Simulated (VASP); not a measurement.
Crystal: MnSb.

```
Mn Sb
1.0
     0.00000    2.61611    2.61611
     2.61611    0.00000    2.61611
     2.61611    2.61611    0.00000
Mn Sb
1 1
Direct
  0.00000 0.00000 0.00000
  0.50000 0.50000 0.50000
```

This cell differs from its parent crystal: volume scaled by 0.82.

Base run:

```yaml
Program: VASP 6.6.1
Functional: PBE
Potentials_or_basis: VASP PAW PBE potentials, release 64 (Mn_pv, Sb)
Cutoff: 520 eV
k_mesh: 12 × 12 × 12
Occupations: fermi-dirac, width 0.08 eV
Spin: no spin polarisation
```

Its results: pressure 1.0 GPa.

The run is repeated on the same cell with these changes: spin from no spin polarisation to collinear spin, ferromagnetic start; further incar settings from ALGO = Normal; EDIFF = 1e-06; NBANDS = 16 to ALGO = Normal; EDIFF = 1e-06; NBANDS = 20. What comes out?

Pressure 16.5 GPa; net moment 3.26 μB per cell; site moments Mn +3.22; Sb -0.09 μB.

Caveats: a cell with one magnetic atom can't hold antiferromagnetic order, which such compounds often take (some runs).
